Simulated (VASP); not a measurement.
Here is a VASP 6.6.1 calculation.

File INCAR:

```
SYSTEM = Si
ALGO     = Normal         ! electronic algorithm
EDIFF    = 1E-6           ! SCF threshold, eV
ENCUT    = 500            ! plane-wave cutoff, eV
GGA_COMPAT= .FALSE.      
ISIF     = 2              ! what is computed and relaxed
ISMEAR   = 0              ! smearing method
LASPH    = .TRUE.         ! aspherical terms in the spheres
LCHARG   = .TRUE.         ! write CHGCAR
LELF     = .TRUE.         ! ELF
LREAL    = .FALSE.        ! projectors in reciprocal space
LVHAR    = .TRUE.       
LWAVE    = .FALSE.        ! write WAVECAR
NBANDS   = 11             ! bands
NELM     = 120            ! most SCF steps
PREC     = Accurate       ! precision mode
SIGMA    = 0.1            ! smearing width, eV
```

KPOINTS

```
k-points
0
G
  6 6 6
  0 0 0
```

File POSCAR:

```
Si
1.0
    0.0000000000      2.7218511900      2.7218511900
    2.7218511900      0.0000000000      2.7218511900
    2.7218511900      2.7218511900      0.0000000000
Si
2
Direct
    0.7500000000      0.7500000000      0.7500000000
    0.5000000000      0.5000000000      0.5000000000
```

Potentials or basis: VASP PAW LDA potentials, release 64 (Si).

Command:

```console
$ cat potpaw_LDA.64/Si/POTCAR > POTCAR
$ mpirun -np 1 vasp_std > vasp.out
```

Q: Predict the pressure.

A: -2.0 GPa.

Q: Predict the band gap on the k mesh.

A: 0.61 eV, indirect (least direct gap 2.52 eV).

A k mesh can miss the band edges. Expect the measured gap to be larger: semilocal functionals such as LDA lack the derivative discontinuity.
